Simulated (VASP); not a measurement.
## C: single point with PBEsol

C:

```xyz
2
Lattice="1.2114 0.6994 3.3018 -1.2114 0.6994 3.3018 0.0000 -1.3988 3.3018" Properties=species:S:1:pos:R:3 pbc="T T T"
C     0.0000    0.0000    1.6245
C     0.0000    0.0000    8.2809
```

* Program: VASP 6.6.1
* Task: single point
* Functional: PBEsol
* Potentials or basis: VASP PAW PBE potentials, release 64 (C)
* Cutoff: 520 eV
* k mesh: 17 × 17 × 17
* Occupations: fermi-dirac, width 0.03 eV
* Spin: no spin polarisation

| Property | Result |
| --- | --- |
| Pressure | 14.4 GPa |
| Largest force | 0.846 eV/Å |

Forces in eV/Å, atoms in the order of the input:
```
C    0.000  0.000  0.846
C    0.000  0.000 -0.846
```

Stress tensor (GPa, compression positive):
```
21.01  0.00  0.00
 0.00 21.01  0.00
 0.00  0.00  1.25
```

Wall time 96 s on 1 thread of AMD EPYC 7R13 Processor (Zen 3), on a shared host, peak memory 0.17 GiB.

Caveat: the stress differs along the axes, from 1 to 21 GPa; this functional lacks dispersion, which binds layers or chains, so the pressure and a relaxed spacing across them are unreliable; the PAW data sets were made with another functional, which shifts forces and pressure a little.
